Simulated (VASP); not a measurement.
# Os (Cmmm) in VASP: single point with PBE

Aim: the single point of Os with PBE.

Program: VASP 6.6.1. These are calculated values, not measurements. Logs are shortened: lines on timing, memory, paths and dates and some standing lists are left out, and cuts for length are marked.

### 1 The cell of the first run

Symmetry: Cmmm, No. 65, orthorhombic system. Conventional cell: a = 3.114 Å, b = 3.784 Å, c = 2.537 Å, α = 90.00°, β = 90.00°, γ = 90.00°. Os (site symmetry mmm) has 8 Os at 2.45 to 3.11 Å within 3.2 Å.

### 2 Single point, PBE

File INCAR:

```
PREC = Accurate
ENCUT = 520
EDIFF = 1E-6
ISMEAR = 0
SIGMA = 0.1
LREAL = F
LASPH = T
NELM = 80
ALGO = Fast
ISIF = 2
LWAVE = F
LCHARG = T
GGA = PE
LELF = T
LVHAR = T
NBANDS = 10
```

File KPOINTS:

```
Automatic mesh
0
Gamma
  8 8 6
```

File POSCAR:

```
Os
1.0
    1.5568545300     -1.8917627500      0.0000000000
    1.5568545300      1.8917627500      0.0000000000
    0.0000000000      0.0000000000      2.5372329800
Os
1
Direct
    0.0000000000      0.0000000000      0.5000000000
```

Potentials or basis: VASP PAW PBE potentials, release 64 (Os).

Command:

```sh
$ cat potpaw_PBE.64/Os/POTCAR > POTCAR
$ mpirun -np 1 vasp_std > vasp.out
```

OUTCAR:

```text
PREC = Accurate
   ENCUT = 520
   EDIFF = 1E-6
   ISMEAR = 0
   LREAL = F
   LASPH = T
   NELM = 80
   ISIF = 2
   GGA = PE

 ion  position               nearest neighbor table
   1  0.000  0.000  0.500-

  LATTYP: Found a base centered orthorhombic cell.
 ALAT       =     3.1137090600
 B/A-ratio  =     1.2151185056
 C/A-ratio  =     0.8148587203

  Lattice vectors:

 A1 = (   1.5568545300,  -1.8917627500,   0.0000000000)
 A2 = (   1.5568545300,   1.8917627500,   0.0000000000)
 A3 = (   0.0000000000,   0.0000000000,   2.5372329800)

Analysis of symmetry for initial positions (statically):
=====================================================================
 Subroutine PRICEL returns:
 Original cell was already a primitive cell.

 Routine SETGRP: Setting up the symmetry group for a
 base centered orthorhombic supercell.

 Subroutine GETGRP returns: Found  8 space group operations
 (whereof  8 operations were pure point group operations)
 out of a pool of  8 trial point group operations.

The static configuration has the point symmetry D_2h.

Analysis of symmetry for dynamics (positions and initial velocities):
=====================================================================
 Subroutine PRICEL returns:
 Original cell was already a primitive cell.

 Routine SETGRP: Setting up the symmetry group for a
 base centered orthorhombic supercell.

 Subroutine GETGRP returns: Found  8 space group operations
 (whereof  8 operations were pure point group operations)
 out of a pool of  8 trial point group operations.

The dynamic configuration has the point symmetry D_2h.

 Subroutine INISYM returns: Found  8 space group operations
 (whereof  8 operations are pure point group operations),
 and found     1 'primitive' translations

----------------------------------------------------------------------------------------

                                     Primitive cell

  volume of cell :      14.9453

  direct lattice vectors                    reciprocal lattice vectors
     1.556854530 -1.891762750  0.000000000     0.321160385 -0.264303756  0.000000000
     1.556854530  1.891762750  0.000000000     0.321160385  0.264303756  0.000000000
     0.000000000  0.000000000  2.537232980     0.000000000  0.000000000  0.394130144

  length of vectors
     2.450012720  2.450012720  2.537232980     0.415933250  0.415933250  0.394130144

  position of ions in fractional coordinates (direct lattice)
     0.000000000  0.000000000  0.500000000

  ion indices of the primitive-cell ions
   primitive index   ion index
                 1           1

----------------------------------------------------------------------------------------

 KPOINTS: Automatic mesh

Automatic generation of k-mesh.
 Grid dimensions read from file:
 generate k-points for:    8    8    6

 Generating k-lattice:

  Cartesian coordinates                     Fractional coordinates (reciprocal lattice)
     0.040145048 -0.033037969  0.000000000     0.125000000 -0.000000000  0.000000000
     0.040145048  0.033037969  0.000000000    -0.000000000  0.125000000  0.000000000
     0.000000000  0.000000000  0.065688357     0.000000000  0.000000000  0.166666667

  Length of vectors
     0.051991656  0.051991656  0.065688357

  Shift w.r.t. Gamma in fractional coordinates (k-lattice)
     0.000000000  0.000000000  0.000000000

 Subroutine IBZKPT returns following result:
 ===========================================

 Found     84 irreducible k-points:

 Following reciprocal coordinates:
            Coordinates               Weight
  0.000000  0.000000  0.000000      1.000000
  0.125000  0.000000  0.000000      4.000000
  0.250000  0.000000  0.000000      4.000000
  0.375000  0.000000  0.000000      4.000000
  0.500000  0.000000  0.000000      2.000000
  0.125000  0.125000  0.000000      2.000000
[... 16 lines left out ...]
  0.125000  0.000000  0.166667      8.000000
  0.250000  0.000000  0.166667      8.000000
 [... further k-points ...]
   k-points           NKPTS =     84   k-points in BZ     NKDIM =     84   number of bands    NBANDS=     10
   number of dos      NEDOS =    301   number of ions     NIONS =      1
   total plane-waves  NPLWV =   6480
   dimension x,y,z NGX =    18 NGY =   18 NGZ =   20
   dimension x,y,z NGXF=    36 NGYF=   36 NGZF=   40
   ions per type =               1
   NGX,Y,Z   is equivalent  to a cutoff of  12.21, 12.21, 13.10 a.u.
   NGXF,Y,Z  is equivalent  to a cutoff of  24.43, 24.43, 26.21 a.u.
 SYSTEM =  unknown system
   PREC   = accura    normal or accurate (medium, high low for compatibility)
   ISTART =      0    job   : 0-new  1-cont  2-samecut
   ICHARG =      2    charge: 1-file 2-atom 10-const
   ISPIN  =      1    spin polarized calculation?
   LNONCOLLINEAR =      F non collinear calculations
   LSORBIT =      F    spin-orbit coupling
   LASPH  =      T    aspherical Exc in radial PAW
   ENCUT  =  520.0 eV  38.22 Ry    6.18 a.u.   4.56  4.56  4.72*2*pi/ulx,y,z
   NELM   =     80;   NELMIN=  2; NELMDL= -5     # of ELM steps
   EDIFF  = 0.1E-05   stopping-criterion for ELM
   LREAL  =      F    real-space projection
   EDIFFG = 0.1E-04   stopping-criterion for IOM
   NSW    =      0    number of steps for IOM
   IBRION =     -1    ionic relax: 0-MD 1-quasi-New 2-CG
   NFREE  =      0    steps in history (QN), initial steepest desc. (CG)
   ISIF   =      2    stress and relaxation
   ISYM   =      2    0-nonsym 1-usesym 2-fastsym
   POTIM  = 0.5000    time-step for ionic-motion
   TEBEG  =    0.0;   TEEND  =   0.0 temperature during run
   PSTRESS=    0.0 pullay stress
   NELECT =       8.0000    total number of electrons
   NUPDOWN=      -1.0000    fix difference up-down
   EMIN   =  10.00;   EMAX   =-10.00  energy-range for DOS
   EFERMI =   0.00;   METHOD = LEGACY
   ISMEAR =     0;   SIGMA  =   0.10  broadening in eV -4-tet -1-fermi 0-gaus
   EFERMI_NEDOS =   21; number of points for ismear=-14 and -15
   IALGO  =     68    algorithm
   IMIX   =      4    mixing-type and parameters
     AMIX     =   0.40;   BMIX     =  1.00
     AMIX_MAG =   1.60;   BMIX_MAG =  1.00
  volume/ion in A,a.u.               =      14.95       100.86
  Fermi-wavevector in a.u.,A,eV,Ry     =   1.329239  2.511898 24.039819  1.766877
  Thomas-Fermi vector in A             =   2.458417
   LORBIT       =      0    0 simple, 1 ext, 2 COOP (PROOUT), +10 PAW based schemes
   GGA     = PE    functional components
   LHFCALC =     F    Hartree Fock is set to
   AEXX    =    0.0000 exact exchange contribution
   IVDW    =     0    specifies the selected vdW correction
   LEPSILON=     F    determine dielectric tensor
   LRPA    =     F    only Hartree local field effects (RPA)
 non-spin polarized calculation
 RMM-DIIS sequential band-by-band and
 Gauss-broadening in eV      SIGMA  =   0.10
  energy-cutoff  :      520.00
  volume of cell :       14.95
 maximum number of plane-waves:       417
   NGX =  9   NGY =  9   NGZ =  9

 number of electron       7.9999998 magnetization

 Free energy of the ion-electron system (eV)
  ---------------------------------------------------
  ext. energy  EPLUGINS =         0.00000000
  ---------------------------------------------------
  free energy    TOTEN  =        -9.61188110 eV

  energy without entropy =       -9.60788500  energy(sigma->0) =       -9.60988305

 E-fermi :   8.8492     XC(G=0): -13.5162

 val. band max:        8.8390183251   @ k =   0.5000   0.0000   0.1667
 cond. band min:       8.8736559660   @ k =  -0.3750   0.3750   0.0000
 fundamental gap:      0.0346376409
 Fermi energy:         8.8491781452

 k-point     1 :       0.0000    0.0000    0.0000
  band No.  band energies     occupation
      1      -1.6898      2.00000
      2       1.9705      2.00000
      3       2.2484      2.00000
      4      10.5174      0.00000
      5      11.0534      0.00000
      6      11.5082      0.00000
      7      23.7283      0.00000
      8      24.1995      0.00000
      9      27.4544      0.00000
     10      31.9595      0.00000

 k-point     2 :       0.1250    0.0000    0.0000
  band No.  band energies     occupation
      1      -1.1063      2.00000
      2       2.1540      2.00000
      3       2.7842      2.00000
      4      10.0021      0.00000
      5      10.3802      0.00000
      6      11.3625      0.00000
      7      23.4303      0.00000
      8      24.9584      0.00000
      9      26.5706      0.00000
     10      31.5464      0.00000

 k-point     3 :       0.2500    0.0000    0.0000
  band No.  band energies     occupation
      1       0.1743      2.00000
      2       2.4503      2.00000
      3       4.4878      2.00000
      4       8.7771      1.69214
      5       9.2227      0.00000
      6      11.4094      0.00000
      7      19.9813      0.00000
      8      27.5821      0.00000
      9      27.8359      0.00000
     10      28.6666      0.00000

 k-point     4 :       0.3750    0.0000    0.0000
  band No.  band energies     occupation
      1       1.2684      2.00000
      2       2.7634      2.00000
      3       6.4775      2.00000
      4       7.4801      2.00000
      5       9.0094      0.02344
      6      11.4879      0.00000
      7      17.7704      0.00000
      8      25.2613      0.00000
      9      29.3889      0.00000
     10      30.0472      0.00000
[... 222 lines left out ...]
 k-point    22 :       0.0000    0.0000    0.1667
  band No.  band energies     occupation
      1      -0.8838      2.00000
      2       2.4283      2.00000
      3       2.9314      2.00000
      4      10.0533      0.00000
      5      10.5812      0.00000
      6      10.6201      0.00000
      7      20.4372      0.00000
      8      25.2864      0.00000
      9      29.6571      0.00000
     10      30.8198      0.00000

 k-point    23 :       0.1250    0.0000    0.1667
  band No.  band energies     occupation
      1      -0.2929      2.00000
      2       2.7729      2.00000
      3       3.2819      2.00000
      4       9.3274      0.00000
      5      10.1037      0.00000
      6      10.4378      0.00000
      7      21.5084      0.00000
      8      24.7636      0.00000
      9      28.3612      0.00000
     10      31.0677      0.00000

 k-point    24 :       0.2500    0.0000    0.1667
  band No.  band energies     occupation
      1       0.9004      2.00000
      2       3.1731      2.00000
      3       4.8043      2.00000
      4       7.8586      2.00000
      5       9.3478      0.00000
      6      10.4840      0.00000
      7      21.3573      0.00000
      8      23.5443      0.00000
      9      28.9310      0.00000
     10      30.7169      0.00000

 [... further k-points ...]
[... 5 lines left out ...]
  --------------------------------------------------------------------------------------
  -------------------------------------------------------------------------------------
  Total        2.3120743      3.8846599      3.9413301      0.0000000      0.0000000      0.0000000
  in kB      247.8605000    416.4458527    422.5210448      0.0000000      0.0000000      0.0000000
  external PRESSURE =     362.2757992 kB  Pullay stress =       0.0000000 kB

 VOLUME and BASIS-vectors are now :
 -----------------------------------------------------------------------------
  energy-cutoff  :      520.00
  volume of cell :       14.95
      direct lattice vectors                 reciprocal lattice vectors
     1.556854530 -1.891762750  0.000000000     0.321160385 -0.264303756  0.000000000
     1.556854530  1.891762750  0.000000000     0.321160385  0.264303756  0.000000000
     0.000000000  0.000000000  2.537232980     0.000000000  0.000000000  0.394130144

 POSITION                                       TOTAL-FORCE (eV/Angst)
 -----------------------------------------------------------------------------------
      0.00000      0.00000      1.26862         0.000000      0.000000      0.000000
 -----------------------------------------------------------------------------------
    total drift:                                0.000000     -0.000000     -0.000000

  FREE ENERGIE OF THE ION-ELECTRON SYSTEM (eV)
  ---------------------------------------------------
  free  energy   TOTEN  =        -9.6118810976 eV

  energy  without entropy=       -9.6078849985  energy(sigma->0) =       -9.60988305
```

It took 6.3 s on 1 thread of Intel Xeon Platinum 8375C at 2.90GHz (Ice Lake), shared host; peak memory 0.12 GiB.

Results:

```yaml
Free_energy: -9.6119 eV
Pressure: 36.2 GPa
Band_gap_on_the_k_mesh: zero (band 4 reaches 13.98 eV, above the bottom of band 5 at 7.20 eV)
```

Caveat: the k points lie up to 0.41 Å⁻¹ apart; spin-orbit coupling is left out, which moves the levels of the heavy elements.
